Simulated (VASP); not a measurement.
# Li2Se (Fm-3m) in VASP: a series of runs

Li2Se is run at these levels: PBEsol; tasks: single point.

All numbers are computed with VASP 6.6.1; they aren't measurements. Logs are shortened: lines on timing, memory, paths and dates and some standing lists are left out, and cuts for length are marked.

### 1 The cell of the first run

It takes space group Fm-3m (No. 225, cubic). Conventional cell: a = 5.454 Å, b = 5.454 Å, c = 5.454 Å, α = 90.00°, β = 90.00°, γ = 90.00°. Li (site symmetry -43m) has 4 Se at 2.36 Å and 6 Li at 2.73 Å within 3.1 Å. Within 3.1 Å of Se (site symmetry m-3m) lie 8 Li at 2.36 Å.

### 2 Single point, PBEsol

File INCAR:

```
SYSTEM = Li2Se
  PREC = Accurate
  ENCUT = 750
  EDIFF = 1E-6
  ISMEAR = 0
  SIGMA = 0.01
  LREAL = .False.
  LASPH = .True.
  NELM = 120
  ALGO = Normal
  ISIF = 2
  LWAVE = .False.
  LCHARG = .False.
  GGA = PS
  NBANDS = 13
  GGA_COMPAT = .False.
```

File KPOINTS:

```
Automatic mesh
0
Gamma
  6 6 6
  0 0 0
```

File POSCAR:

```
Li2Se
1.0
    0.0000000000      2.7272439421      2.7272439421
    2.7272439421      0.0000000000      2.7272439421
    2.7272439421      2.7272439421      0.0000000000
Li Se
2 1
Direct
    0.2500000000      0.2500000000      0.2500000000
    0.7500000000      0.7500000000      0.7500000000
    0.0000000000      0.0000000000      0.0000000000
```

Potentials or basis: VASP PAW PBE potentials, release 64 (Li_sv, Se).

Started as:

```sh
$ cat potpaw_PBE.64/Li_sv/POTCAR potpaw_PBE.64/Se/POTCAR > POTCAR
$ mpirun -np 1 vasp_std > vasp.out
```

OUTCAR:

```text
SYSTEM = Li2Se
   PREC = Accurate
   ENCUT = 750
   EDIFF = 1E-6
   ISMEAR = 0
   LREAL = .False.
   LASPH = .True.
   NELM = 120
   ISIF = 2
   GGA = PS

 ion  position               nearest neighbor table
   1  0.250  0.250  0.250-   3 2.36   3 2.36   3 2.36   3 2.36
   2  0.750  0.750  0.750-   3 2.36   3 2.36   3 2.36   3 2.36
   3  0.000  0.000  0.000-   1 2.36   2 2.36   2 2.36   2 2.36   2 2.36   1 2.36   1 2.36   1 2.36

  LATTYP: Found a face centered cubic cell.
 ALAT       =     5.4544878842

  Lattice vectors:

 A1 = (   0.0000000000,   2.7272439421,   2.7272439421)
 A2 = (   2.7272439421,   0.0000000000,   2.7272439421)
 A3 = (   2.7272439421,   2.7272439421,   0.0000000000)

Analysis of symmetry for initial positions (statically):
=====================================================================
 Subroutine PRICEL returns:
 Original cell was already a primitive cell.

 Routine SETGRP: Setting up the symmetry group for a
 face centered cubic supercell.

 Subroutine GETGRP returns: Found 48 space group operations
 (whereof 48 operations were pure point group operations)
 out of a pool of 48 trial point group operations.

The static configuration has the point symmetry O_h .

Analysis of symmetry for dynamics (positions and initial velocities):
=====================================================================
 Subroutine PRICEL returns:
 Original cell was already a primitive cell.

 Routine SETGRP: Setting up the symmetry group for a
 face centered cubic supercell.

 Subroutine GETGRP returns: Found 48 space group operations
 (whereof 48 operations were pure point group operations)
 out of a pool of 48 trial point group operations.

The dynamic configuration has the point symmetry O_h .

 Subroutine INISYM returns: Found 48 space group operations
 (whereof 48 operations are pure point group operations),
 and found     1 'primitive' translations

----------------------------------------------------------------------------------------

                                     Primitive cell

  volume of cell :      40.5697

  direct lattice vectors                    reciprocal lattice vectors
     0.000000000  2.727243942  2.727243942    -0.183335268  0.183335268  0.183335268
     2.727243942  0.000000000  2.727243942     0.183335268 -0.183335268  0.183335268
     2.727243942  2.727243942  0.000000000     0.183335268  0.183335268 -0.183335268

  length of vectors
     3.856905371  3.856905371  3.856905371     0.317546000  0.317546000  0.317546000

  position of ions in fractional coordinates (direct lattice)
     0.250000000  0.250000000  0.250000000
     0.750000000  0.750000000  0.750000000
[... 84 lines left out ...]
   EFERMI =   0.00;   METHOD = LEGACY
   ISMEAR =     0;   SIGMA  =   0.01  broadening in eV -4-tet -1-fermi 0-gaus
   EFERMI_NEDOS =   21; number of points for ismear=-14 and -15
   IALGO  =     38    algorithm
   IMIX   =      4    mixing-type and parameters
     AMIX     =   0.40;   BMIX     =  1.00
     AMIX_MAG =   1.60;   BMIX_MAG =  1.00
  volume/ion in A,a.u.               =      13.52        91.26
  Fermi-wavevector in a.u.,A,eV,Ry     =   1.090774  2.061263 16.188034  1.189787
  Thomas-Fermi vector in A             =   2.227005
   LORBIT       =      0    0 simple, 1 ext, 2 COOP (PROOUT), +10 PAW based schemes
   GGA     = PS    functional components
   LHFCALC =     F    Hartree Fock is set to
   AEXX    =    0.0000 exact exchange contribution
   IVDW    =     0    specifies the selected vdW correction
   LEPSILON=     F    determine dielectric tensor
   LRPA    =     F    only Hartree local field effects (RPA)
 non-spin polarized calculation
 Gauss-broadening in eV      SIGMA  =   0.01
  energy-cutoff  :      750.00
  volume of cell :       40.57
 maximum number of plane-waves:      1917
 NGX is ok and might be reduce to    36
   NGX = 17   NGY = 17   NGZ = 17

 number of electron      12.0000004 magnetization

 Free energy of the ion-electron system (eV)
  ---------------------------------------------------
  ext. energy  EPLUGINS =         0.00000000
  ---------------------------------------------------
  free energy    TOTEN  =       -11.09220121 eV

  energy without entropy =      -11.09220121  energy(sigma->0) =      -11.09220121

 E-fermi :   3.0190     XC(G=0):  -9.4978

 val. band max:        2.8681121429   @ k =   0.0000   0.0000   0.0000
 cond. band min:       5.3252686754   @ k =   0.5000   0.5000   0.0000
 fundamental gap:      2.4571565325
 Fermi energy:         3.0189800893

 k-point     1 :       0.0000    0.0000    0.0000
  band No.  band energies     occupation
      1     -40.8966      2.00000
      2     -40.8164      2.00000
      3      -9.4750      2.00000
      4       2.8681      2.00000
      5       2.8681      2.00000
      6       2.8681      2.00000
      7       7.4824      0.00000
      8       8.4450      0.00000
      9       8.4450      0.00000
     10       8.4450      0.00000
     11      14.2881      0.00000
     12      14.2881      0.00000
     13      14.7375      0.00000
[... 226 lines left out ...]
  band No.  band energies     occupation
      1     -40.8599      2.00000
      2     -40.8466      2.00000
      3      -8.6549      2.00000
      4       0.0099      2.00000
      5       0.2503      2.00000
      6       0.4391      2.00000
      7       7.0743      0.00000
      8      10.7477      0.00000
      9      11.4513      0.00000
     10      13.3837      0.00000
     11      15.6439      0.00000
     12      16.2475      0.00000
     13      16.9278      0.00000

------------------------ aborting loop because EDIFF is reached ----------------------------------------

  FORCE on cell =-STRESS in cart. coord.  units (eV):
  Direction    XX          YY          ZZ          XY          YZ          ZX
  --------------------------------------------------------------------------------------
  -------------------------------------------------------------------------------------
  Total        3.8425368      3.8425368      3.8425368     -0.0000000      0.0000000      0.0000000
  in kB      151.7492871    151.7492871    151.7492871     -0.0000000      0.0000000      0.0000000
  external PRESSURE =     151.7492871 kB  Pullay stress =       0.0000000 kB

 VOLUME and BASIS-vectors are now :
 -----------------------------------------------------------------------------
  energy-cutoff  :      750.00
  volume of cell :       40.57
      direct lattice vectors                 reciprocal lattice vectors
     0.000000000  2.727243942  2.727243942    -0.183335268  0.183335268  0.183335268
     2.727243942  0.000000000  2.727243942     0.183335268 -0.183335268  0.183335268
     2.727243942  2.727243942  0.000000000     0.183335268  0.183335268 -0.183335268

 POSITION                                       TOTAL-FORCE (eV/Angst)
 -----------------------------------------------------------------------------------
      1.36362      1.36362      1.36362        -0.000000     -0.000000      0.000000
      4.09087      4.09087      4.09087        -0.000000      0.000000     -0.000000
      0.00000      0.00000      0.00000         0.000000     -0.000000      0.000000
 -----------------------------------------------------------------------------------
    total drift:                                0.000000      0.000000      0.000000

  FREE ENERGIE OF THE ION-ELECTRON SYSTEM (eV)
  ---------------------------------------------------
  free  energy   TOTEN  =       -11.0922012060 eV

  energy  without entropy=      -11.0922012060  energy(sigma->0) =      -11.09220121
```

OSZICAR:

```text
N       E                     dE             d eps       ncg     rms          rms(c)
DAV:   1     0.578167972826E+02    0.57817E+02   -0.66084E+03   416   0.121E+03
DAV:   2    -0.366846380548E+01   -0.61485E+02   -0.58001E+02   482   0.238E+02
DAV:   3    -0.111833218177E+02   -0.75149E+01   -0.74545E+01   760   0.525E+01
DAV:   4    -0.112876241861E+02   -0.10430E+00   -0.10425E+00   541   0.911E+00
DAV:   5    -0.112888961777E+02   -0.12720E-02   -0.12719E-02   630   0.821E-01    0.310E+00
DAV:   6    -0.111174745600E+02    0.17142E+00   -0.17496E-01   530   0.180E+00    0.197E+00
DAV:   7    -0.110899411068E+02    0.27533E-01   -0.10666E-01   570   0.157E+00    0.747E-01
DAV:   8    -0.110921998794E+02   -0.22588E-02   -0.12732E-02   573   0.752E-01    0.236E-01
DAV:   9    -0.110921273264E+02    0.72553E-04   -0.26354E-04   591   0.954E-02    0.856E-02
DAV:  10    -0.110922004675E+02   -0.73141E-04   -0.10681E-04   481   0.836E-02    0.283E-02
DAV:  11    -0.110922012060E+02   -0.73857E-06   -0.81790E-06   611   0.255E-02
   1 F= -.11092201E+02 E0= -.11092201E+02  d E =-.110588-102
```

stdout:

```text
POSCAR found type information on POSCAR LiSe
 POSCAR found :  2 types and       3 ions
 scaLAPACK will be used
 -----------------------------------------------------------------------------
|                                                                             |
|                                                                             |
|     You enforced a specific xc type in the INCAR file but a different       |
|     I HOPE YOU KNOW WHAT YOU ARE DOING!                                     |
|                                                                             |
 -----------------------------------------------------------------------------

 LDA part: xc-table for (Slater+PW92), standard interpolation
 POSCAR, INCAR and KPOINTS ok, starting setup
 FFT: planning ... GRIDC
 FFT: planning ... GRID_SOFT
 FFT: planning ... GRID
 WAVECAR not read
 entering main loop
```

Run time: 12 s. Hardware: 1 thread of Intel Xeon Platinum 8488C (Sapphire Rapids), shared host; peak memory 0.2 GiB.

What came out:

```yaml
Free_energy: -11.0922 eV
Pressure: 15.2 GPa
Band_gap_on_the_k_mesh: 2.46 eV, indirect (least direct gap 4.61 eV)
```

Caveat: the PAW data sets were made with another functional, which shifts forces and pressure a little. A k mesh can miss the band edges.

(Continued in part 2 of 2.)
